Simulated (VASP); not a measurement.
Ta2Bi2O, 5 atoms in the cell. Symmetry: P4/mmm, No. 123, tetragonal system. The conventional cell has a = 5.178 Å, b = 5.178 Å, c = 3.860 Å, α = 90.00°, β = 90.00°, γ = 90.00°. Within 4.2 Å of Ta (site symmetry 4/mmm) lie 8 Bi at 3.23 Å and 6 Ta at 3.66 to 3.86 Å and 8 O at 4.14 Å. Ta (site symmetry 4/mmm) has 2 O at 1.93 Å within 2.6 Å. Within 3.4 Å of Bi (site symmetry mmm) lie 2 O at 2.59 Å and 8 Ta at 3.23 Å. O (site symmetry 4/mmm) has 2 Ta at 1.93 Å and 4 Bi at 2.59 Å within 2.6 Å. The cell was built from a structure type or drawn by symmetry, and may not be a known phase.

```yaml
Program: VASP 6.6.1
Task: single point
Functional: PBE
Potentials_or_basis: VASP PAW PBE potentials, release 64 (Ta_pv, Bi_d, O)
Cutoff: 520 eV
k_mesh: 4 × 4 × 4
Occupations: gaussian, width 0.1 eV
Spin: no spin polarisation
Dipole_correction: no
Further_INCAR_settings: ALGO = Normal; EDIFF = 1e-07; NBANDS = 37
```

Potentials or basis: VASP PAW PBE potentials, release 64 (Ta_pv, Bi_d, O).

The run is started by

```sh
$ cat potpaw_PBE.64/Ta_pv/POTCAR potpaw_PBE.64/Bi_d/POTCAR potpaw_PBE.64/O/POTCAR > POTCAR
$ mpirun -np 1 vasp_std > vasp.out
```

Hardware: 1 thread of Intel(R) Xeon(R) 6975P-C (Granite Rapids), on a shared host.

**Question.** Estimate the wall time of this run.

**Answer.** Run time: 37 s on 1 thread of Intel(R) Xeon(R) 6975P-C (Granite Rapids), on a shared host, peak memory 0.24 GiB. Counts: scf iterations 15, k points 18.
